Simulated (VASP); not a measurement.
Si2C3, 5 atoms in the cell. Symmetry: P6/mmm, No. 191, hexagonal system. Conventional cell: a = 2.568 Å, b = 2.568 Å, c = 12.056 Å, α = 90.00°, β = 90.00°, γ = 120.00°. Si (site symmetry 6mm) has 7 Si at 2.41 to 2.57 Å and 1 C at 2.41 Å within 3.2 Å. C (site symmetry 6mm) has 1 Si at 2.41 Å and 7 C at 2.41 to 2.57 Å within 3.2 Å. C (site symmetry 6/mmm) has 8 C at 2.41 to 2.57 Å within 3.2 Å. 

| Item | Value |
| --- | --- |
| Program | VASP 6.6.1 |
| Task | single point |
| Functional | PBE |
| Potentials or basis | VASP PAW PBE potentials, release 64 (Si, C) |
| Cutoff | 520 eV |
| k mesh | 6 × 6 × 2 |
| Occupations | gaussian, width 0.1 eV |
| Spin | no spin polarisation |
| Dipole correction | no |
| Further INCAR settings | ALGO = Normal; EDIFF = 1e-06; NBANDS = 18 |

Potentials or basis: VASP PAW PBE potentials, release 64 (Si, C).

Run with:

```sh
$ cat potpaw_PBE.64/Si/POTCAR potpaw_PBE.64/C/POTCAR > POTCAR
$ mpirun -np 1 vasp_std > vasp.out
```

Hardware: 1 thread of Intel(R) Xeon(R) 6975P-C (Granite Rapids), with other jobs on the host.

Estimate the wall time of this run.

Run time: 10 s on 1 thread of Intel(R) Xeon(R) 6975P-C (Granite Rapids), with other jobs on the host, peak memory 0.17 GiB. Counts: scf iterations 14, k points 14.
